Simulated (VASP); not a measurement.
# P in VASP: notebook, part 2 of 2

VASP 6.6.1. The steps go on from the part before.

## Step 4: Single point, PBE (uniaxial y strain -2.0%)

Contents of INCAR:

```
SYSTEM = P
  ALGO = Normal
  DIPOL = 0.5 0.5 0.341
  EDIFF = 1E-7
  ENCUT = 520
  GGA = PE
  IDIPOL = 3
  ISIF = 2
  ISMEAR = -1
  LASPH = .True.
  LCHARG = .False.
  LDIPOL = .True.
  LREAL = .False.
  LWAVE = .False.
  NBANDS = 18
  NELM = 80
  PREC = Accurate
  SIGMA = 0.02
```

Contents of KPOINTS:

```
k-points
0
Gamma
  6 8 1
  0 0 0
```

Contents of POSCAR:

```
P
1.0
    4.6275012813      0.0000000000      0.0000000000
    0.0000000000      3.2260302006      0.0000000000
    0.0000000000      0.0000000000     27.8195791164
P
4
Direct
    0.0902170617      0.0000000000      0.3790376728
    0.4097829383      0.5000000000      0.3790376728
    0.5902170617      0.5000000000      0.3039345577
    0.9097829383      0.0000000000      0.3039345577
```

Potentials or basis: VASP PAW PBE potentials, release 64 (P).

The run is started by

```bash
> cat potpaw_PBE.64/P/POTCAR > POTCAR
> mpirun -np 1 vasp_std > vasp.out
```

OUTCAR:

```text
SYSTEM = P
   EDIFF = 1E-7
   ENCUT = 520
   GGA = PE
   ISIF = 2
   ISMEAR = -1
   LASPH = .True.
   LREAL = .False.
   NELM = 80
   PREC = Accurate

 ion  position               nearest neighbor table
   1  0.090  0.000  0.379-   2 2.19   2 2.19   4 2.25
   2  0.410  0.500  0.379-   1 2.19   1 2.19   3 2.25
   3  0.590  0.500  0.304-   4 2.19   4 2.19   2 2.25
   4  0.910  0.000  0.304-   3 2.19   3 2.19   1 2.25

  LATTYP: Found a simple orthorhombic cell.
 ALAT       =     3.2260302006
 B/A-ratio  =     1.4344259023
 C/A-ratio  =     8.6234713833

  Lattice vectors:

 A1 = (   0.0000000000,  -3.2260302006,   0.0000000000)
 A2 = (   4.6275012813,   0.0000000000,   0.0000000000)
 A3 = (   0.0000000000,   0.0000000000,  27.8195791164)

Analysis of symmetry for initial positions (statically):
=====================================================================
 Subroutine PRICEL returns:
 Original cell was already a primitive cell.

 Routine SETGRP: Setting up the symmetry group for a
 simple orthorhombic supercell.

 Subroutine GETGRP returns: Found  8 space group operations
 (whereof  2 operations were pure point group operations)
 out of a pool of  8 trial point group operations.

The static configuration has the point symmetry C_1h.
 The point group associated with its full space group is D_2h.

Analysis of symmetry for dynamics (positions and initial velocities):
=====================================================================
 Subroutine PRICEL returns:
 Original cell was already a primitive cell.

 Routine SETGRP: Setting up the symmetry group for a
 simple orthorhombic supercell.

 Subroutine GETGRP returns: Found  8 space group operations
 (whereof  2 operations were pure point group operations)
 out of a pool of  8 trial point group operations.

The dynamic configuration has the point symmetry C_1h.
 The point group associated with its full space group is D_2h.

 Subroutine INISYM returns: Found  8 space group operations
 (whereof  2 operations are pure point group operations),
 and found     1 'primitive' translations

----------------------------------------------------------------------------------------

                                     Primitive cell

  volume of cell :     415.3034

  direct lattice vectors                    reciprocal lattice vectors
     4.627501281  0.000000000  0.000000000     0.216099346  0.000000000  0.000000000
     0.000000000  3.226030201  0.000000000     0.000000000  0.309978499  0.000000000
     0.000000000  0.000000000 27.819579116     0.000000000  0.000000000  0.035945907

  length of vectors
     4.627501281  3.226030201 27.819579116     0.216099346  0.309978499  0.035945907

  position of ions in fractional coordinates (direct lattice)
     0.090217062  0.000000000  0.379037673
     0.409782938  0.500000000  0.379037673
     0.590217062  0.500000000  0.303934558
     0.909782938  0.000000000  0.303934558

  ion indices of the primitive-cell ions
   primitive index   ion index
                 1           1
                 2           2
                 3           3
                 4           4

----------------------------------------------------------------------------------------

 KPOINTS: k-points

Automatic generation of k-mesh.
 Grid dimensions read from file:
 generate k-points for:    6    8    1

[... 41 lines left out ...]
   number of dos      NEDOS =    301   number of ions     NIONS =      4
   total plane-waves  NPLWV = 181440
   dimension x,y,z NGX =    36 NGY =   24 NGZ =  210
   dimension x,y,z NGXF=    72 NGYF=   48 NGZF=  420
   ions per type =               4
   NGX,Y,Z   is equivalent  to a cutoff of  12.93, 12.37, 12.55 a.u.
   NGXF,Y,Z  is equivalent  to a cutoff of  25.87, 24.74, 25.10 a.u.
 SYSTEM =  P
   PREC   = accura    normal or accurate (medium, high low for compatibility)
   ISTART =      0    job   : 0-new  1-cont  2-samecut
   ICHARG =      2    charge: 1-file 2-atom 10-const
   ISPIN  =      1    spin polarized calculation?
   LNONCOLLINEAR =      F non collinear calculations
   LSORBIT =      F    spin-orbit coupling
   LASPH  =      T    aspherical Exc in radial PAW
   ENCUT  =  520.0 eV  38.22 Ry    6.18 a.u.   8.60  6.00 51.73*2*pi/ulx,y,z
   NELM   =     80;   NELMIN=  2; NELMDL= -5     # of ELM steps
   EDIFF  = 0.1E-06   stopping-criterion for ELM
   LREAL  =      F    real-space projection
   EDIFFG = 0.1E-05   stopping-criterion for IOM
   NSW    =      0    number of steps for IOM
   IBRION =     -1    ionic relax: 0-MD 1-quasi-New 2-CG
   NFREE  =      0    steps in history (QN), initial steepest desc. (CG)
   ISIF   =      2    stress and relaxation
   ISYM   =      2    0-nonsym 1-usesym 2-fastsym
   POTIM  = 0.5000    time-step for ionic-motion
   TEBEG  =    0.0;   TEEND  =   0.0 temperature during run
   PSTRESS=    0.0 pullay stress
   NELECT =      20.0000    total number of electrons
   NUPDOWN=      -1.0000    fix difference up-down
   EMIN   =  10.00;   EMAX   =-10.00  energy-range for DOS
   EFERMI =   0.00;   METHOD = LEGACY
   ISMEAR =    -1;   SIGMA  =   0.02  broadening in eV -4-tet -1-fermi 0-gaus
   EFERMI_NEDOS =   21; number of points for ismear=-14 and -15
   IALGO  =     38    algorithm
   IMIX   =      4    mixing-type and parameters
     AMIX     =   0.40;   BMIX     =  1.00
     AMIX_MAG =   1.60;   BMIX_MAG =  1.00
  volume/ion in A,a.u.               =     103.83       700.65
  Fermi-wavevector in a.u.,A,eV,Ry     =   0.595611  1.125542  4.826706  0.354753
  Thomas-Fermi vector in A             =   1.645642
   LORBIT       =      0    0 simple, 1 ext, 2 COOP (PROOUT), +10 PAW based schemes
   GGA     = PE    functional components
   LHFCALC =     F    Hartree Fock is set to
   AEXX    =    0.0000 exact exchange contribution
   IVDW    =     0    specifies the selected vdW correction
   LEPSILON=     F    determine dielectric tensor
   LRPA    =     F    only Hartree local field effects (RPA)
 non-spin polarized calculation
  energy-cutoff  :      520.00
  volume of cell :      415.30
 maximum number of plane-waves:     11236
 NGX is ok and might be reduce to    36
   NGX = 17   NGY = 11   NGZ =103

 dipolmoment           0.000000      0.000000     -0.000039 electrons x Angstroem

 number of electron      19.9999996 magnetization

 dipolmoment           0.000000      0.000000      0.000000 electrons x Angstroem

 Free energy of the ion-electron system (eV)
  ---------------------------------------------------
  ext. energy  EPLUGINS =         0.00000000
  ---------------------------------------------------
  free energy    TOTEN  =       -21.43659949 eV

  energy without entropy =      -21.43659949  energy(sigma->0) =      -21.43659949

 E-fermi :  -2.5806     XC(G=0):  -2.2072

 val. band max:       -3.0069729333   @ k =   0.0000   0.0000   0.0000
 cond. band min:      -2.1828948701   @ k =   0.0000   0.0000   0.0000
 fundamental gap:      0.8240780633
 Fermi energy:        -2.5805978681

 k-point     1 :       0.0000    0.0000    0.0000
  band No.  band energies     occupation
      1     -18.1879      2.00000
      2     -15.7418      2.00000
      3     -12.2375      2.00000
      4      -8.8336      2.00000
      5      -7.7204      2.00000
      6      -7.6548      2.00000
[... 397 lines left out ...]
      5      -8.0549      2.00000
      6      -8.0549      2.00000
[... 10 lines left out ...]
     17       3.5011      0.00000
     18       3.5011      0.00000

------------------------ aborting loop because EDIFF is reached ----------------------------------------

 vacuum level on the upper side and lower side of the slab       (xc-potential included)        -0.014        -0.015

  FORCE on cell =-STRESS in cart. coord.  units (eV):
  Direction    XX          YY          ZZ          XY          YZ          ZX
  --------------------------------------------------------------------------------------
  -------------------------------------------------------------------------------------
  Total        1.0401581      2.6055115      0.3884293     -0.0000000      0.0000000      0.0000000
  in kB        4.0127715     10.0516658      1.4985008     -0.0000000      0.0000000      0.0000000
  external PRESSURE =       5.1876460 kB  Pullay stress =       0.0000000 kB

 VOLUME and BASIS-vectors are now :
 -----------------------------------------------------------------------------
  energy-cutoff  :      520.00
  volume of cell :      415.30
      direct lattice vectors                 reciprocal lattice vectors
     4.627501281  0.000000000  0.000000000     0.216099346  0.000000000  0.000000000
     0.000000000  3.226030201  0.000000000     0.000000000  0.309978499  0.000000000
     0.000000000  0.000000000 27.819579116     0.000000000  0.000000000  0.035945907

 POSITION                                       TOTAL-FORCE (eV/Angst)
 -----------------------------------------------------------------------------------
      0.41748      0.00000     10.54467        -0.203304     -0.000000      0.096543
      1.89627      1.61302     10.54467         0.203304      0.000000      0.096543
      2.73123      1.61302      8.45533        -0.203304     -0.000000     -0.096543
      4.21002      0.00000      8.45533         0.203304      0.000000     -0.096543
 -----------------------------------------------------------------------------------
    total drift:                                0.000000     -0.000000     -0.000006

  FREE ENERGIE OF THE ION-ELECTRON SYSTEM (eV)
  ---------------------------------------------------
  free  energy   TOTEN  =       -21.4365994864 eV

  energy  without entropy=      -21.4365994863  energy(sigma->0) =      -21.43659949

 vacuum level on the upper side and lower side of the slab         2.007         2.007
```

It took 1.8 min on 1 thread of Intel Xeon 6975P-C (Granite Rapids), shared host; peak memory 0.48 GiB.

Results:

```
Free energy            : -21.4366 eV
Largest force          : 0.225 eV/Å
Band gap on the k mesh : 0.82 eV
```

Forces on the atoms (eV/Å):
```
P   -0.203  0.000  0.097
P    0.203  0.000  0.097
P   -0.203  0.000 -0.097
P    0.203  0.000 -0.097
```

Caveat: the cell differs from its parent crystal (uniaxial y strain -2.0%).

## Step 5: Single point, PBE (uniaxial y strain -1.0%)

Contents of INCAR:

```
SYSTEM = P
ALGO = Normal
DIPOL = 0.5 0.5 0.341
EDIFF = 1E-7
ENCUT = 520
GGA = PE
IDIPOL = 3
ISIF = 2
ISMEAR = -1
LASPH = .True.
LCHARG = .True.
LDIPOL = .True.
LELF = .True.
LREAL = .False.
LVACPOTAV = .True.
LVHAR = .True.
LWAVE = .False.
NBANDS = 18
NELM = 100
PREC = Accurate
SIGMA = 0.02
```

KPOINTS is that of step 4.

Contents of POSCAR:

```
P
1.0
    4.6275012813      0.0000000000      0.0000000000
    0.0000000000      3.2589488762      0.0000000000
    0.0000000000      0.0000000000     27.8195791164
P
4
Direct
    0.0907407614      0.0000000000      0.3789873377
    0.4092592386      0.5000000000      0.3789873377
    0.5907407614      0.5000000000      0.3039848928
    0.9092592386      0.0000000000      0.3039848928
```

Potentials or basis: VASP PAW PBE potentials, release 64 (P).

The run is started by

```bash
> cat potpaw_PBE.64/P/POTCAR > POTCAR
> mpirun -np 1 vasp_std > vasp.out
```

OUTCAR:

```text
SYSTEM = P
   EDIFF = 1E-7
   ENCUT = 520
   GGA = PE
   ISIF = 2
   ISMEAR = -1
   LASPH = .True.
   LREAL = .False.
   NELM = 100
   PREC = Accurate

 ion  position               nearest neighbor table
   1  0.091  0.000  0.379-   2 2.20   2 2.20   4 2.25
   2  0.409  0.500  0.379-   1 2.20   1 2.20   3 2.25
   3  0.591  0.500  0.304-   4 2.20   4 2.20   2 2.25
   4  0.909  0.000  0.304-   3 2.20   3 2.20   1 2.25

  LATTYP: Found a simple orthorhombic cell.
 ALAT       =     3.2589488762
 B/A-ratio  =     1.4199367517
 C/A-ratio  =     8.5363656115

  Lattice vectors:

 A1 = (   0.0000000000,  -3.2589488762,   0.0000000000)
 A2 = (   4.6275012813,   0.0000000000,   0.0000000000)
[... 615 lines left out ...]
  -------------------------------------------------------------------------------------
  Total        0.8499419      1.5157024      0.3924638      0.0000000      0.0000000     -0.0000000
  in kB        3.2458257      5.7882846      1.4987719      0.0000000      0.0000000     -0.0000000
  external PRESSURE =       3.5109607 kB  Pullay stress =       0.0000000 kB

 VOLUME and BASIS-vectors are now :
 -----------------------------------------------------------------------------
  energy-cutoff  :      520.00
  volume of cell :      419.54
      direct lattice vectors                 reciprocal lattice vectors
     4.627501281  0.000000000  0.000000000     0.216099346  0.000000000  0.000000000
     0.000000000  3.258948876  0.000000000     0.000000000  0.306847403  0.000000000
     0.000000000  0.000000000 27.819579116     0.000000000  0.000000000  0.035945907

 POSITION                                       TOTAL-FORCE (eV/Angst)
 -----------------------------------------------------------------------------------
      0.41990      0.00000     10.54327        -0.193787     -0.000000      0.097651
      1.89385      1.62947     10.54327         0.193787     -0.000000      0.097651
      2.73365      1.62947      8.45673        -0.193787     -0.000000     -0.097651
      4.20760      0.00000      8.45673         0.193787      0.000000     -0.097651
 -----------------------------------------------------------------------------------
    total drift:                                0.000000     -0.000000     -0.000002

  FREE ENERGIE OF THE ION-ELECTRON SYSTEM (eV)
  ---------------------------------------------------
  free  energy   TOTEN  =       -21.4551722002 eV

  energy  without entropy=      -21.4551722002  energy(sigma->0) =      -21.45517220

 vacuum level on the upper side and lower side of the slab         2.006         2.006
```

It took 1.7 min on 1 thread of Intel Xeon 6975P-C (Granite Rapids), shared host; peak memory 0.46 GiB.

Results:

| Item | Value |
| --- | --- |
| Free energy | -21.4552 eV |
| Largest force | 0.217 eV/Å |
| Band gap on the k mesh | 0.88 eV |
| Ionisation potential of the upper face | 5.03 eV |

Forces on the atoms (eV/Å):
```
P   -0.194  0.000  0.098
P    0.194  0.000  0.098
P   -0.194  0.000 -0.098
P    0.194  0.000 -0.098
```

Caveat: the cell differs from its parent crystal (uniaxial y strain -1.0%).

## Step 6: Overview

| cell | gap on the mesh (eV) | largest force (eV/Å) |
| --- | --- | --- |
| a = 4.628, b = 3.160, c = 27.820 Å, 4 atoms, uniaxial y strain -4.0% | 0.72 | 0.24 |
| a = 4.628, b = 3.193, c = 27.820 Å, 4 atoms, uniaxial y strain -3.0% | 0.77 | 0.23 |
| a = 4.628, b = 3.226, c = 27.820 Å, 4 atoms, uniaxial y strain -2.0% | 0.82 | 0.23 |
| a = 4.628, b = 3.259, c = 27.820 Å, 4 atoms, uniaxial y strain -1.0% | 0.88 | 0.22 |

Alike in all rows: task single point; level PBE; potentials or basis VASP PAW PBE potentials, release 64 (P); no spin polarisation; k mesh 6 × 8 × 1; cutoff (eV) 520; smearing fermi-dirac 0.02 eV.

Absolute energies hang on the potentials; compare differences alone.
